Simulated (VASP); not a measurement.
BN, 4 atoms in the cell. Symmetry: P6_3/mmc, No. 194, hexagonal system. Conventional cell: a = 2.489 Å, b = 2.489 Å, c = 6.495 Å, α = 90.00°, β = 90.00°, γ = 120.00°. Within 1.9 Å of N (site symmetry -6m2) lie 3 B at 1.44 Å. B (site symmetry -6m2) has 3 N at 1.44 Å within 1.9 Å. 

| Item | Value |
| --- | --- |
| Program | VASP 6.6.1 |
| Task | single point |
| Functional | LDA |
| Potentials or basis | VASP PAW LDA potentials, release 64 (N, B) |
| Cutoff | 520 eV |
| k mesh | 12 × 12 × 4 |
| Occupations | fermi-dirac, width 0.05 eV |
| Spin | no spin polarisation |
| Dipole correction | no |
| Further INCAR settings | ALGO = Normal; EDIFF = 1e-06; NBANDS = 16 |

Potentials or basis: VASP PAW LDA potentials, release 64 (N, B).

Run with:

```bash
$ cat potpaw_LDA.64/N/POTCAR potpaw_LDA.64/B/POTCAR > POTCAR
$ mpirun -np 1 vasp_std > vasp.out
```

Hardware: 1 thread of Intel(R) Xeon(R) Platinum 8488C (Sapphire Rapids), on a shared host.

Q: How long does it take, and how much memory?

A: Wall time 16 s on 1 thread of Intel(R) Xeon(R) Platinum 8488C (Sapphire Rapids), on a shared host, peak memory 0.14 GiB. Counts: scf iterations 12, k points 57.
